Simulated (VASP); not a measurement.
# Bi (Im-3m) in VASP: further runs

The runs below take Bi through single point, with r2SCAN.

Everything below comes from runs of VASP 6.6.1. Logs are shortened: lines on timing, memory, paths and dates and some standing lists are left out, and cuts for length are marked.

**1. The cell of the first run**

It takes space group Im-3m (No. 229, cubic). Conventional cell: a = 3.967 Å, b = 3.967 Å, c = 3.967 Å, α = 90.00°, β = 90.00°, γ = 90.00°. Within 4.5 Å of Bi (site symmetry m-3m) lie 14 Bi at 3.44 to 3.97 Å.

**2. Single point, r2SCAN**

The input, POSCAR:

```
Bi
1.0
   -1.9836869844      1.9836869844      1.9836869844
    1.9836869844     -1.9836869844      1.9836869844
    1.9836869844      1.9836869844     -1.9836869844
Bi
1
Direct
    0.0000000000      0.0000000000      0.0000000000
```

The input, INCAR.step1:

```
PREC = Accurate
ENCUT = 550
ISMEAR = -1
SIGMA = 0.1
LREAL = F
LASPH = T
NELM = 120
NBANDS = 14
GGA = PE
ALGO = Normal
EDIFF = 1E-5
LWAVE = T
LCHARG = F
GGA_COMPAT = F
```

The input, INCAR.step2:

```
PREC = Accurate
ENCUT = 550
EDIFF = 1E-6
ISMEAR = -1
SIGMA = 0.1
LREAL = F
LASPH = T
NELM = 120
ALGO = Normal
ISIF = 2
LWAVE = F
LCHARG = T
METAGGA = R2SCAN
LMIXTAU = T
LELF = T
LVHAR = T
NBANDS = 14
ISTART = 1
GGA_COMPAT = F
```

The input, KPOINTS:

```
Automatic mesh
0
Gamma
  13 13 13
```

Potentials or basis: VASP PAW PBE potentials, release 64 (Bi_d).

On the command line:

```
> cat potpaw_PBE.64/Bi_d/POTCAR > POTCAR
> cp INCAR.step1 INCAR
> mpirun -np 1 vasp_std > vasp.out
> cp INCAR.step2 INCAR
> mpirun -np 1 vasp_std > vasp.out
```

OUTCAR:

```text
PREC = Accurate
   ENCUT = 550
   EDIFF = 1E-6
   ISMEAR = -1
   LREAL = F
   LASPH = T
   NELM = 120
   ISIF = 2
   METAGGA = R2SCAN
   ISTART = 1

 ion  position               nearest neighbor table
   1  0.000  0.000  0.000-

  LATTYP: Found a body centered cubic cell.
 ALAT       =     3.9673739688

  Lattice vectors:

 A1 = (  -1.9836869844,   1.9836869844,   1.9836869844)
 A2 = (   1.9836869844,  -1.9836869844,   1.9836869844)
 A3 = (   1.9836869844,   1.9836869844,  -1.9836869844)

Analysis of symmetry for initial positions (statically):
=====================================================================
 Subroutine PRICEL returns:
 Original cell was already a primitive cell.

 Routine SETGRP: Setting up the symmetry group for a
 body centered cubic supercell.

 Subroutine GETGRP returns: Found 48 space group operations
 (whereof 48 operations were pure point group operations)
 out of a pool of 48 trial point group operations.

The static configuration has the point symmetry O_h .

Analysis of symmetry for dynamics (positions and initial velocities):
=====================================================================
 Subroutine PRICEL returns:
 Original cell was already a primitive cell.

 Routine SETGRP: Setting up the symmetry group for a
 body centered cubic supercell.

 Subroutine GETGRP returns: Found 48 space group operations
 (whereof 48 operations were pure point group operations)
 out of a pool of 48 trial point group operations.

The dynamic configuration has the point symmetry O_h .

 Subroutine INISYM returns: Found 48 space group operations
 (whereof 48 operations are pure point group operations),
 and found     1 'primitive' translations

----------------------------------------------------------------------------------------

                                     Primitive cell

  volume of cell :      31.2233

  direct lattice vectors                    reciprocal lattice vectors
    -1.983686984  1.983686984  1.983686984     0.000000000  0.252055896  0.252055896
     1.983686984 -1.983686984  1.983686984     0.252055896  0.000000000  0.252055896
     1.983686984  1.983686984 -1.983686984     0.252055896  0.252055896  0.000000000

  length of vectors
     3.435846643  3.435846643  3.435846643     0.356460866  0.356460866  0.356460866

  position of ions in fractional coordinates (direct lattice)
     0.000000000  0.000000000  0.000000000

  ion indices of the primitive-cell ions
   primitive index   ion index
                 1           1

----------------------------------------------------------------------------------------

 KPOINTS: Automatic mesh

Automatic generation of k-mesh.
 Grid dimensions read from file:
 generate k-points for:   13   13   13

 Generating k-lattice:

  Cartesian coordinates                     Fractional coordinates (reciprocal lattice)
     0.000000000  0.019388915  0.019388915     0.076923077  0.000000000  0.000000000
     0.019388915  0.000000000  0.019388915     0.000000000  0.076923077  0.000000000
     0.019388915  0.019388915  0.000000000     0.000000000  0.000000000  0.076923077

  Length of vectors
     0.027420067  0.027420067  0.027420067

  Shift w.r.t. Gamma in fractional coordinates (k-lattice)
     0.000000000  0.000000000  0.000000000

 Subroutine IBZKPT returns following result:
 ===========================================

 Found     84 irreducible k-points:

 Following reciprocal coordinates:
            Coordinates               Weight
  0.000000  0.000000  0.000000      1.000000
  0.076923  0.000000  0.000000     12.000000
  0.153846  0.000000  0.000000     12.000000
  0.230769  0.000000  0.000000     12.000000
  0.307692  0.000000  0.000000     12.000000
  0.384615  0.000000  0.000000     12.000000
[... 16 lines left out ...]
  0.153846  0.076923  0.076923     24.000000
  0.230769  0.076923  0.076923     24.000000
 [... further k-points ...]
   k-points           NKPTS =     84   k-points in BZ     NKDIM =     84   number of bands    NBANDS=     14
   number of dos      NEDOS =    301   number of ions     NIONS =      1
   total plane-waves  NPLWV =  21952
   dimension x,y,z NGX =    28 NGY =   28 NGZ =   28
   dimension x,y,z NGXF=    56 NGYF=   56 NGZF=   56
   ions per type =               1
   NGX,Y,Z   is equivalent  to a cutoff of  13.55, 13.55, 13.55 a.u.
   NGXF,Y,Z  is equivalent  to a cutoff of  27.10, 27.10, 27.10 a.u.
 SYSTEM =  unknown system
   PREC   = accura    normal or accurate (medium, high low for compatibility)
   ISTART =      1    job   : 0-new  1-cont  2-samecut
   ICHARG =      0    charge: 1-file 2-atom 10-const
   ISPIN  =      1    spin polarized calculation?
   LNONCOLLINEAR =      F non collinear calculations
   LSORBIT =      F    spin-orbit coupling
   LASPH  =      T    aspherical Exc in radial PAW
   ENCUT  =  550.0 eV  40.42 Ry    6.36 a.u.   6.57  6.57  6.57*2*pi/ulx,y,z
   NELM   =    120;   NELMIN=  2; NELMDL=  0     # of ELM steps
   EDIFF  = 0.1E-05   stopping-criterion for ELM
   LREAL  =      F    real-space projection
   EDIFFG = 0.1E-04   stopping-criterion for IOM
   NSW    =      0    number of steps for IOM
   IBRION =     -1    ionic relax: 0-MD 1-quasi-New 2-CG
   NFREE  =      0    steps in history (QN), initial steepest desc. (CG)
   ISIF   =      2    stress and relaxation
   ISYM   =      2    0-nonsym 1-usesym 2-fastsym
   POTIM  = 0.5000    time-step for ionic-motion
   TEBEG  =    0.0;   TEEND  =   0.0 temperature during run
   PSTRESS=    0.0 pullay stress
   NELECT =      15.0000    total number of electrons
   NUPDOWN=      -1.0000    fix difference up-down
   EMIN   =  10.00;   EMAX   =-10.00  energy-range for DOS
   EFERMI =   0.00;   METHOD = LEGACY
   ISMEAR =    -1;   SIGMA  =   0.10  broadening in eV -4-tet -1-fermi 0-gaus
   EFERMI_NEDOS =   21; number of points for ismear=-14 and -15
   IALGO  =     38    algorithm
   IMIX   =      4    mixing-type and parameters
     AMIX     =   0.40;   BMIX     =  1.00
     AMIX_MAG =   1.60;   BMIX_MAG =  1.00
  volume/ion in A,a.u.               =      31.22       210.71
  Fermi-wavevector in a.u.,A,eV,Ry     =   1.282170  2.422949 22.367415  1.643959
  Thomas-Fermi vector in A             =   2.414497
   LORBIT       =      0    0 simple, 1 ext, 2 COOP (PROOUT), +10 PAW based schemes
   METAGGA = R2SCAN    functional components
   LHFCALC =     F    Hartree Fock is set to
   AEXX    =    0.0000 exact exchange contribution
   IVDW    =     0    specifies the selected vdW correction
   LEPSILON=     F    determine dielectric tensor
   LRPA    =     F    only Hartree local field effects (RPA)
 non-spin polarized calculation
  energy-cutoff  :      550.00
  volume of cell :       31.22
 maximum number of plane-waves:       947
   NGX = 13   NGY = 13   NGZ = 13

 number of electron      14.9999995 magnetization

 Free energy of the ion-electron system (eV)
  ---------------------------------------------------
  ext. energy  EPLUGINS =         0.00000000
  ---------------------------------------------------
  free energy    TOTEN  =       -58.28293463 eV

  energy without entropy =      -58.26245211  energy(sigma->0) =      -58.27269337

 E-fermi :   7.7549     XC(G=0): -11.0446

 val. band max:        7.7452704847   @ k =  -0.3077   0.3846   0.1538
 cond. band min:       7.8537359569   @ k =   0.3077   0.1538   0.1538
 fundamental gap:      0.1084654721
 Fermi energy:         7.7549495161

 k-point     1 :       0.0000    0.0000    0.0000
  band No.  band energies     occupation
      1     -15.9486      2.00000
      2     -15.9486      2.00000
      3     -15.9486      2.00000
      4     -15.8071      2.00000
      5     -15.8071      2.00000
      6      -6.3070      2.00000
      7      13.1101      0.00000
      8      13.1101      0.00000
      9      13.1101      0.00000
     10      17.8671      0.00000
     11      19.0729      0.00000
     12      19.0729      0.00000
     13      19.0729      0.00000
     14      19.9404      0.00000

 k-point     2 :       0.0769    0.0000    0.0000
  band No.  band energies     occupation
      1     -15.9510      2.00000
      2     -15.9442      2.00000
      3     -15.9356      2.00000
      4     -15.8100      2.00000
      5     -15.8077      2.00000
      6      -6.1933      2.00000
      7      11.9910      0.00000
      8      12.7554      0.00000
      9      13.0169      0.00000
     10      17.8555      0.00000
     11      18.3478      0.00000
     12      18.8044      0.00000
     13      18.8927      0.00000
     14      20.4451      0.00000

 k-point     3 :       0.1538    0.0000    0.0000
  band No.  band energies     occupation
      1     -15.9579      2.00000
      2     -15.9332      2.00000
      3     -15.8993      2.00000
      4     -15.8173      2.00000
      5     -15.8093      2.00000
      6      -5.8554      2.00000
      7       9.8483      0.00000
      8      11.9432      0.00000
      9      12.7515      0.00000
     10      16.6412      0.00000
     11      17.4984      0.00000
     12      18.7642      0.00000
     13      19.9011      0.00000
     14      21.7021      0.00000

 k-point     4 :       0.2308    0.0000    0.0000
  band No.  band energies     occupation
      1     -15.9675      2.00000
      2     -15.9213      2.00000
      3     -15.8478      2.00000
      4     -15.8246      2.00000
      5     -15.8114      2.00000
      6      -5.3065      2.00000
      7       7.5905      1.67635
      8      11.0397      0.00000
      9      12.3750      0.00000
     10      15.6953      0.00000
     11      16.8129      0.00000
     12      18.9895      0.00000
     13      20.5399      0.00000
     14      23.3270      0.00000

 k-point     5 :       0.3077    0.0000    0.0000
  band No.  band energies     occupation
      1     -15.9777      2.00000
      2     -15.9159      2.00000
      3     -15.8259      2.00000
      4     -15.8137      2.00000
      5     -15.7924      2.00000
      6      -4.5834      2.00000
      7       5.4973      2.00000
      8      10.2524      0.00000
      9      11.9878      0.00000
     10      15.0185      0.00000
     11      16.3026      0.00000
[... 276 lines left out ...]
 k-point    22 :       0.0769    0.0769    0.0769
  band No.  band energies     occupation
      1     -15.9492      2.00000
      2     -15.9492      2.00000
      3     -15.8707      2.00000
      4     -15.8148      2.00000
      5     -15.8148      2.00000
      6      -5.6340      2.00000
      7       8.9304      0.00002
      8      11.7034      0.00000
      9      11.7034      0.00000
     10      17.5677      0.00000
     11      17.5677      0.00000
     12      19.2384      0.00000
     13      19.7554      0.00000
     14      21.0267      0.00000

 k-point    23 :       0.1538    0.0769    0.0769
  band No.  band energies     occupation
      1     -15.9585      2.00000
      2     -15.9364      2.00000
      3     -15.8283      2.00000
      4     -15.8207      2.00000
      5     -15.8147      2.00000
      6      -5.0954      2.00000
      7       7.1951      1.99262
      8      10.3304      0.00000
      9      11.1365      0.00000
     10      17.3171      0.00000
     11      17.7557      0.00000
     12      19.8076      0.00000
     13      20.1890      0.00000
     14      21.6200      0.00000

 k-point    24 :       0.2308    0.0769    0.0769
  band No.  band energies     occupation
      1     -15.9678      2.00000
      2     -15.9219      2.00000
      3     -15.8249      2.00000
      4     -15.8152      2.00000
      5     -15.7866      2.00000
      6      -4.3928      2.00000
      7       5.4458      2.00000
      8       9.2201      0.00000
      9      10.6324      0.00000
     10      16.8122      0.00000
     11      17.7899      0.00000
     12      20.0404      0.00000
     13      21.1761      0.00000
     14      23.1523      0.00000

 [... further k-points ...]
[... 5 lines left out ...]
  --------------------------------------------------------------------------------------
  -------------------------------------------------------------------------------------
  Total       -0.0094048     -0.0094048     -0.0094048     -0.0000000     -0.0000000      0.0000000
  in kB       -0.4825941     -0.4825941     -0.4825941     -0.0000000     -0.0000000      0.0000000
  external PRESSURE =      -0.4825941 kB  Pullay stress =       0.0000000 kB

 VOLUME and BASIS-vectors are now :
 -----------------------------------------------------------------------------
  energy-cutoff  :      550.00
  volume of cell :       31.22
      direct lattice vectors                 reciprocal lattice vectors
    -1.983686984  1.983686984  1.983686984     0.000000000  0.252055896  0.252055896
     1.983686984 -1.983686984  1.983686984     0.252055896  0.000000000  0.252055896
     1.983686984  1.983686984 -1.983686984     0.252055896  0.252055896  0.000000000

 POSITION                                       TOTAL-FORCE (eV/Angst)
 -----------------------------------------------------------------------------------
      0.00000      0.00000      0.00000        -0.000000      0.000000     -0.000000
 -----------------------------------------------------------------------------------
    total drift:                               -0.000000     -0.000000     -0.000000

  FREE ENERGIE OF THE ION-ELECTRON SYSTEM (eV)
  ---------------------------------------------------
  free  energy   TOTEN  =       -58.2829346339 eV

  energy  without entropy=      -58.2624521059  energy(sigma->0) =      -58.27269337
```

Run time: 2.2 min. Hardware: 1 thread of Intel Xeon 6975P-C (Granite Rapids), shared host; peak memory 0.18 GiB.

What came out:

| Item | Value |
| --- | --- |
| Free energy | -58.2829 eV |
| Pressure | 0.0 GPa |

Levels at points of the mesh, in eV from the Fermi level:
```csv
k point,band 4,band 5,band 6,band 7,band 8,band 9,band 10,band 11
"(0.00, 0.00, 0.00)",-23.56,-23.56,-14.06,5.36,5.36,5.36,10.11,11.32
```

Caveat: the PAW data sets were made with another functional, which shifts forces and pressure a little; spin-orbit coupling is left out, which moves the levels of the heavy elements.

(Continued in part 2 of 2.)
